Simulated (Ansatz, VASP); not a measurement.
**SnTe: VASP beside Ansatz**

The input INCAR:

```
PREC     = Accurate       # precision mode
ENCUT    = 520            # plane-wave cutoff, eV
EDIFF    = 1E-6           # SCF threshold, eV
ISMEAR   = -1             # smearing method
SIGMA    = 0.05           # smearing width, eV
LREAL    = F              # projectors in reciprocal space
LASPH    = T              # aspherical terms in the spheres
NELM     = 100            # most SCF steps
ALGO     = Normal         # electronic algorithm
ISIF     = 2              # what is computed and relaxed
LWAVE    = F              # write WAVECAR
LCHARG   = T              # write CHGCAR
GGA      = CA             # functional
LELF     = T              # ELF
LVHAR    = T            
NBANDS   = 17             # bands
```

The input KPOINTS:

```
Automatic mesh
0
Gamma
  7 7 7
```

The input POSCAR:

```
SnTe
1.0
    0.0000000000      3.1508500000      3.1508500000
    3.1508500000      0.0000000000      3.1508500000
    3.1508500000      3.1508500000      0.0000000000
Te Sn
1 1
Direct
    0.5000000000      0.5000000000      0.5000000000
    0.0000000000      0.0000000000      0.0000000000
```

Contents of input.yaml:

```yaml
crystal:
  lattice:
    - [0.0, 3.15085, 3.15085]
    - [3.15085, 0.0, 3.15085]
    - [3.15085, 3.15085, 0.0]
  atoms:
    - { symbol: Te, position: [0.5, 0.5, 0.5] }
    - { symbol: Sn, position: [0.0, 0.0, 0.0] }
kpoints:
  mp_grid: { grid: [7, 7, 7] }
  band_path:
    path:
      - [0.0, 0.0, 0.0]
      - [0.5, 0.0, 0.5]
      - [0.5, 0.25, 0.75]
      - [0.375, 0.375, 0.75]
      - [0.0, 0.0, 0.0]
      - [0.5, 0.5, 0.5]
      - [0.625, 0.25, 0.625]
      - [0.5, 0.25, 0.75]
    npoints: 10
scf:
  occupations: { method: fermi_dirac, width: 0.05 }
hamiltonian:
  xc: lda
  pseudopotentials: { kind: all_electron, lapw: { basis_error: 0.001 } }
output:
  forces: true
  stress: true
  eigenvalues: true
```

Alike in both runs: functional LDA; k mesh 7 × 7 × 7; occupations fermi-dirac, width 0.05 eV; no spin polarisation.

|  | VASP | Ansatz |
| --- | --- | --- |
| version | VASP 6.6.1 | Ansatz 0.2.0 |
| potentials or method | VASP PAW LDA potentials, release 64 (Te, Sn_d), cutoff 520 eV | all-electron LAPW, scalar-relativistic |
| task | single point | band structure |

|  | VASP | Ansatz | Ansatz less VASP |
| --- | --- | --- | --- |
| pressure (GPa) | -1.5 | -1.6 | -0.01 |

LDA's correlation is that of Perdew and Zunger in VASP and of Perdew and Wang (1992) in Ansatz. Ansatz ran all-electron here, and VASP with PAW potentials.

Neither program's run includes spin-orbit coupling.
